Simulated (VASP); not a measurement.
Here is a VASP 6.6.1 calculation.

File INCAR:

```
PREC     = Accurate       # precision mode
ENCUT    = 520            # plane-wave cutoff, eV
EDIFF    = 1E-6           # SCF threshold, eV
ISMEAR   = 0              # smearing method
SIGMA    = 0.2            # smearing width, eV
LREAL    = False          # projectors in reciprocal space
LASPH    = True           # aspherical terms in the spheres
NELM     = 80             # most SCF steps
ALGO     = Fast           # electronic algorithm
ISIF     = 2              # what is computed and relaxed
LWAVE    = False          # write WAVECAR
LCHARG   = False          # write CHGCAR
GGA      = PE             # functional
NBANDS   = 46             # bands
```

File KPOINTS:

```
regular mesh
0
Gamma
  6 6 2
```

POSCAR

```
Al2CdPb4
1.0
    4.3240052202      0.2017175836      0.0874151909
   -1.9841729404      2.6367865452      0.0145453196
    0.4086349364      0.3557368431     16.5067175341
Al Cd Pb
2 1 4
Direct
    0.1154745006      0.1944443194      0.2179100399
   -0.1145359431     -0.1925001062      0.7820747837
   -0.0001640597     -0.0001691498      0.4999887155
    0.6226811969      0.2799204027      0.3480347303
    0.3764900906      0.7176593950      0.6519905161
    0.2996413398      0.6756395409      0.9114300156
    0.7004128750      0.3250055980      0.0885711989
```

Potentials or basis: VASP PAW PBE potentials, release 64 (Al, Cd, Pb_d).

Run with:

```console
$ cat potpaw_PBE.64/Al/POTCAR potpaw_PBE.64/Cd/POTCAR potpaw_PBE.64/Pb_d/POTCAR > POTCAR
$ mpirun -np 1 vasp_std > vasp.out
```

Task: What does it give for the pressure?

Result: 0.0 GPa.

Task: What does it give for the largest force?

Result: 0.019 eV/Å.

Task: What does it give for the band gap on the k mesh?

Result: Zero (bands 37 and 38 overlap by 4.06 eV).

Forces on the atoms (eV/Å):
```
Al   0.004  0.008 -0.006
Al  -0.005 -0.010  0.008
Cd   0.000 -0.001 -0.001
Pb   0.003 -0.002 -0.001
Pb  -0.003  0.004 -0.001
Pb   0.011  0.009 -0.013
Pb  -0.009 -0.008  0.013
```

Caveat: spin-orbit coupling is left out, which moves the levels of the heavy elements.
